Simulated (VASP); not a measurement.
# MoS2 (P6_3/mmc) in VASP: a series of runs

The runs below take MoS2 through single point, with PBEsol.

All numbers are computed with VASP 6.6.1; they aren't measurements. Logs are shortened: lines on timing, memory, paths and dates and some standing lists are left out, and cuts for length are marked.

## 1. The cell of the first run

Symmetry: P6_3/mmc, No. 194, hexagonal system. The conventional cell has a = 3.142 Å, b = 3.142 Å, c = 13.199 Å, α = 90.00°, β = 90.00°, γ = 120.00°. Mo (site symmetry -6m2) has 6 S at 2.44 Å and 6 Mo at 3.14 Å within 3.2 Å. S (site symmetry 3m) has 3 Mo at 2.44 Å and 6 S at 3.14 Å within 3.2 Å.

## 2. Single point, PBEsol

The input, INCAR:

```
SYSTEM = MoS2
PREC = Accurate
ENCUT = 520
EDIFF = 1E-6
ISMEAR = 1
SIGMA = 0.171
LREAL = .False.
LASPH = .True.
NELM = 100
ALGO = Normal
ISIF = 2
LWAVE = .False.
LCHARG = .False.
GGA = PS
NBANDS = 35
```

The input, KPOINTS:

```
Automatic mesh
0
Gamma
  12 12 2
  0 0 0
```

The input, POSCAR:

```
MoS2
1.0
    3.1416453610      0.0000000000      0.0000000000
   -1.5708226805      2.7207446923      0.0000000000
    0.0000000000      0.0000000000     13.1988000000
Mo S
2 4
Direct
    0.3333333333      0.6666666667      0.2500000000
    0.6666666667      0.3333333333      0.7500000000
    0.3333333333      0.6666666667      0.6259932117
    0.6666666667      0.3333333333      0.1259932117
    0.3333333333      0.6666666667      0.8740067883
    0.6666666667      0.3333333333      0.3740067883
```

Potentials or basis: VASP PAW PBE potentials, release 64 (Mo_sv, S).

Command:

```bash
cat potpaw_PBE.64/Mo_sv/POTCAR potpaw_PBE.64/S/POTCAR > POTCAR
mpirun -np 1 vasp_std > vasp.out
```

OUTCAR:

```text
SYSTEM = MoS2
   PREC = Accurate
   ENCUT = 520
   EDIFF = 1E-6
   ISMEAR = 1
   LREAL = .False.
   LASPH = .True.
   NELM = 100
   ISIF = 2
   GGA = PS

 ion  position               nearest neighbor table
   1  0.333  0.667  0.250-   4 2.44   6 2.44   4 2.44   6 2.44   4 2.44   6 2.44
   2  0.667  0.333  0.750-   3 2.44   5 2.44   3 2.44   5 2.44   3 2.44   5 2.44
   3  0.333  0.667  0.626-   2 2.44   2 2.44   2 2.44
   4  0.667  0.333  0.126-   1 2.44   1 2.44   1 2.44
   5  0.333  0.667  0.874-   2 2.44   2 2.44   2 2.44
   6  0.667  0.333  0.374-   1 2.44   1 2.44   1 2.44

  LATTYP: Found a hexagonal cell.
 ALAT       =     3.1416453610
 C/A-ratio  =     4.2012380404

  Lattice vectors:

 A1 = (   3.1416453610,   0.0000000000,   0.0000000000)
 A2 = (  -1.5708226805,   2.7207446923,   0.0000000000)
 A3 = (   0.0000000000,   0.0000000000,  13.1988000000)

Analysis of symmetry for initial positions (statically):
=====================================================================
 Subroutine PRICEL returns:
 Original cell was already a primitive cell.

 Routine SETGRP: Setting up the symmetry group for a
 hexagonal supercell.

 Subroutine GETGRP returns: Found 24 space group operations
 (whereof 12 operations were pure point group operations)
 out of a pool of 24 trial point group operations.

The static configuration has the point symmetry D_3d.
 The point group associated with its full space group is D_6h.

Analysis of symmetry for dynamics (positions and initial velocities):
=====================================================================
 Subroutine PRICEL returns:
 Original cell was already a primitive cell.

 Routine SETGRP: Setting up the symmetry group for a
 hexagonal supercell.

 Subroutine GETGRP returns: Found 24 space group operations
 (whereof 12 operations were pure point group operations)
 out of a pool of 24 trial point group operations.

The dynamic configuration has the point symmetry D_3d.
 The point group associated with its full space group is D_6h.

 Subroutine INISYM returns: Found 24 space group operations
 (whereof 12 operations are pure point group operations),
 and found     1 'primitive' translations

----------------------------------------------------------------------------------------

                                     Primitive cell

  volume of cell :     112.8183

  direct lattice vectors                    reciprocal lattice vectors
     3.141645361  0.000000000  0.000000000     0.318304546  0.183773215  0.000000000
    -1.570822681  2.720744692  0.000000000     0.000000000  0.367546431  0.000000000
     0.000000000  0.000000000 13.198800000     0.000000000  0.000000000  0.075764463

  length of vectors
     3.141645361  3.141645361 13.198800000     0.367546431  0.367546431  0.075764463

  position of ions in fractional coordinates (direct lattice)
     0.333333333  0.666666667  0.250000000
     0.666666667  0.333333333  0.750000000
     0.333333333  0.666666667  0.625993212
     0.666666667  0.333333333  0.125993212
     0.333333333  0.666666667  0.874006788
     0.666666667  0.333333333  0.374006788

  ion indices of the primitive-cell ions
   primitive index   ion index
                 1           1
                 2           2
                 3           3
                 4           4
                 5           5
                 6           6

----------------------------------------------------------------------------------------

 KPOINTS: Automatic mesh

Automatic generation of k-mesh.
 Grid dimensions read from file:
 generate k-points for:   12   12    2

 Generating k-lattice:

  Cartesian coordinates                     Fractional coordinates (reciprocal lattice)
     0.026525379  0.015314435  0.000000000     0.083333333  0.000000000  0.000000000
     0.000000000  0.030628869  0.000000000     0.000000000  0.083333333  0.000000000
     0.000000000  0.000000000  0.037882232     0.000000000  0.000000000  0.500000000

  Length of vectors
     0.030628869  0.030628869  0.037882232

  Shift w.r.t. Gamma in fractional coordinates (k-lattice)
     0.000000000  0.000000000  0.000000000

 Subroutine IBZKPT returns following result:
 ===========================================

 Found     38 irreducible k-points:

 Following reciprocal coordinates:
            Coordinates               Weight
  0.000000  0.000000  0.000000      1.000000
  0.083333  0.000000  0.000000      6.000000
  0.166667  0.000000  0.000000      6.000000
  0.250000  0.000000  0.000000      6.000000
  0.333333  0.000000  0.000000      6.000000
  0.416667 -0.000000  0.000000      6.000000
[... 16 lines left out ...]
  0.250000  0.000000  0.500000      6.000000
  0.333333  0.000000  0.500000      6.000000
 [... further k-points ...]
   k-points           NKPTS =     38   k-points in BZ     NKDIM =     38   number of bands    NBANDS=     35
   number of dos      NEDOS =    301   number of ions     NIONS =      6
   total plane-waves  NPLWV =  56448
   dimension x,y,z NGX =    24 NGY =   24 NGZ =   98
   dimension x,y,z NGXF=    48 NGYF=   48 NGZF=  196
   ions per type =               2   4
   NGX,Y,Z   is equivalent  to a cutoff of  12.70, 12.70, 12.34 a.u.
   NGXF,Y,Z  is equivalent  to a cutoff of  25.40, 25.40, 24.69 a.u.
 SYSTEM =  MoS2
   PREC   = accura    normal or accurate (medium, high low for compatibility)
   ISTART =      0    job   : 0-new  1-cont  2-samecut
   ICHARG =      2    charge: 1-file 2-atom 10-const
   ISPIN  =      1    spin polarized calculation?
   LNONCOLLINEAR =      F non collinear calculations
   LSORBIT =      F    spin-orbit coupling
   LASPH  =      T    aspherical Exc in radial PAW
   ENCUT  =  520.0 eV  38.22 Ry    6.18 a.u.   5.84  5.84 24.54*2*pi/ulx,y,z
   NELM   =    100;   NELMIN=  2; NELMDL= -5     # of ELM steps
   EDIFF  = 0.1E-05   stopping-criterion for ELM
   LREAL  =      F    real-space projection
   EDIFFG = 0.1E-04   stopping-criterion for IOM
   NSW    =      0    number of steps for IOM
   IBRION =     -1    ionic relax: 0-MD 1-quasi-New 2-CG
   NFREE  =      0    steps in history (QN), initial steepest desc. (CG)
   ISIF   =      2    stress and relaxation
   ISYM   =      2    0-nonsym 1-usesym 2-fastsym
   POTIM  = 0.5000    time-step for ionic-motion
   TEBEG  =    0.0;   TEEND  =   0.0 temperature during run
   PSTRESS=    0.0 pullay stress
   NELECT =      52.0000    total number of electrons
   NUPDOWN=      -1.0000    fix difference up-down
   EMIN   =  10.00;   EMAX   =-10.00  energy-range for DOS
   EFERMI =   0.00;   METHOD = LEGACY
   ISMEAR =     1;   SIGMA  =   0.17  broadening in eV -4-tet -1-fermi 0-gaus
   EFERMI_NEDOS =   21; number of points for ismear=-14 and -15
   IALGO  =     38    algorithm
   IMIX   =      4    mixing-type and parameters
     AMIX     =   0.40;   BMIX     =  1.00
     AMIX_MAG =   1.60;   BMIX_MAG =  1.00
  volume/ion in A,a.u.               =      18.80       126.89
  Fermi-wavevector in a.u.,A,eV,Ry     =   1.264589  2.389727 21.758245  1.599186
  Thomas-Fermi vector in A             =   2.397887
   LORBIT       =      0    0 simple, 1 ext, 2 COOP (PROOUT), +10 PAW based schemes
   GGA     = PS    functional components
   LHFCALC =     F    Hartree Fock is set to
   AEXX    =    0.0000 exact exchange contribution
   IVDW    =     0    specifies the selected vdW correction
   LEPSILON=     F    determine dielectric tensor
   LRPA    =     F    only Hartree local field effects (RPA)
 non-spin polarized calculation
 Methfessel and Paxton  Order N= 1 SIGMA  =   0.17
  energy-cutoff  :      520.00
  volume of cell :      112.82
 maximum number of plane-waves:      3070
 NGX is ok and might be reduce to    24
   NGX = 11   NGY = 11   NGZ = 49

 number of electron      52.0000003 magnetization

 Free energy of the ion-electron system (eV)
  ---------------------------------------------------
  ext. energy  EPLUGINS =         0.00000000
  ---------------------------------------------------
  free energy    TOTEN  =       -46.68158707 eV

  energy without entropy =      -46.68416965  energy(sigma->0) =      -46.68244793

 E-fermi :   6.2878     XC(G=0): -10.6765

 val. band max:        6.2815221002   @ k =   0.0000   0.0000   0.0000
 cond. band min:       7.4702258684   @ k =   0.1667   0.1667   0.0000
 fundamental gap:      1.1887037681
 Fermi energy:         6.2878468706

 k-point     1 :       0.0000    0.0000    0.0000
  band No.  band energies     occupation
      1     -54.6417      2.00000
      2     -54.6417      2.00000
      3     -28.8271      2.00000
      4     -28.8271      2.00000
      5     -28.5514      2.00000
      6     -28.5514      2.00000
[... 27 lines left out ...]
     34       9.0788     -0.00000
     35      12.3203      0.00000

 k-point     2 :       0.0833    0.0000    0.0000
  band No.  band energies     occupation
      1     -54.6388      2.00000
      2     -54.6388      2.00000
      3     -28.8217      2.00000
      4     -28.8217      2.00000
      5     -28.5796      2.00000
      6     -28.5796      2.00000
[... 27 lines left out ...]
     34       9.1344     -0.00000
     35      12.7909      0.00000

 k-point     3 :       0.1667    0.0000    0.0000
  band No.  band energies     occupation
      1     -54.6308      2.00000
      2     -54.6308      2.00000
      3     -28.8069      2.00000
      4     -28.8069      2.00000
      5     -28.6561      2.00000
      6     -28.6561      2.00000
[... 27 lines left out ...]
     34       9.5218     -0.00000
     35      13.5421      0.00000
[... 723 lines left out ...]
 k-point    23 :       0.2500    0.0000    0.5000
  band No.  band energies     occupation
      1     -54.6199      2.00000
      2     -54.6199      2.00000
      3     -28.7867      2.00000
      4     -28.7867      2.00000
      5     -28.7592      2.00000
      6     -28.7592      2.00000
[... 27 lines left out ...]
     34       9.8371      0.00000
     35      13.8706      0.00000

 k-point    24 :       0.3333    0.0000    0.5000
  band No.  band energies     occupation
      1     -54.6090      2.00000
      2     -54.6090      2.00000
      3     -28.8608      2.00000
      4     -28.8608      2.00000
      5     -28.7663      2.00000
      6     -28.7663      2.00000
[... 27 lines left out ...]
     34      10.0742      0.00000
     35      13.3750      0.00000

 [... further k-points ...]

------------------------ aborting loop because EDIFF is reached ----------------------------------------

  FORCE on cell =-STRESS in cart. coord.  units (eV):
  Direction    XX          YY          ZZ          XY          YZ          ZX
  --------------------------------------------------------------------------------------
  -------------------------------------------------------------------------------------
  Total       -2.9287965     -2.9287965     -9.1812094      0.0000000      0.0000000      0.0000000
  in kB      -41.5930133    -41.5930133   -130.3860347      0.0000000      0.0000000      0.0000000
  external PRESSURE =     -71.1906871 kB  Pullay stress =       0.0000000 kB

 VOLUME and BASIS-vectors are now :
 -----------------------------------------------------------------------------
  energy-cutoff  :      520.00
  volume of cell :      112.82
      direct lattice vectors                 reciprocal lattice vectors
     3.141645361  0.000000000  0.000000000     0.318304546  0.183773215  0.000000000
    -1.570822681  2.720744692  0.000000000     0.000000000  0.367546431  0.000000000
     0.000000000  0.000000000 13.198800000     0.000000000  0.000000000  0.075764463

 POSITION                                       TOTAL-FORCE (eV/Angst)
 -----------------------------------------------------------------------------------
     -0.00000      1.81383      3.29970         0.000000     -0.000000      0.000000
      1.57082      0.90691      9.89910        -0.000000      0.000000      0.000000
     -0.00000      1.81383      8.26236         0.000000      0.000000      1.342149
      1.57082      0.90691      1.66296         0.000000      0.000000      1.342149
     -0.00000      1.81383     11.53584        -0.000000     -0.000000     -1.342149
      1.57082      0.90691      4.93644         0.000000     -0.000000     -1.342149
 -----------------------------------------------------------------------------------
    total drift:                                0.000000     -0.000000      0.000000

  FREE ENERGIE OF THE ION-ELECTRON SYSTEM (eV)
  ---------------------------------------------------
  free  energy   TOTEN  =       -46.6815870674 eV

  energy  without entropy=      -46.6841696529  energy(sigma->0) =      -46.68244793
```

It took 55 s on 1 thread of Intel Xeon 6975P-C (Granite Rapids), shared host; peak memory 0.28 GiB.

Results:

- Free energy: -46.6816 eV
- Pressure: -7.1 GPa
- Largest force: 1.342 eV/Å
- Band gap on the k mesh: 1.19 eV, indirect (least direct gap 1.87 eV)

Forces in eV/Å, atoms in the order of the input:
```
Mo   0.000  0.000  0.000
Mo   0.000  0.000  0.000
S    0.000  0.000  1.342
S    0.000  0.000  1.342
S    0.000  0.000 -1.342
S    0.000  0.000 -1.342
```

Caveat: the PAW data sets were made with another functional, which shifts forces and pressure a little; this functional lacks dispersion, which binds the layers, so the pressure and a relaxed spacing across them are unreliable. As with any semilocal functional, this PBEsol gap is likely too small.

[end of part 1 of 2]
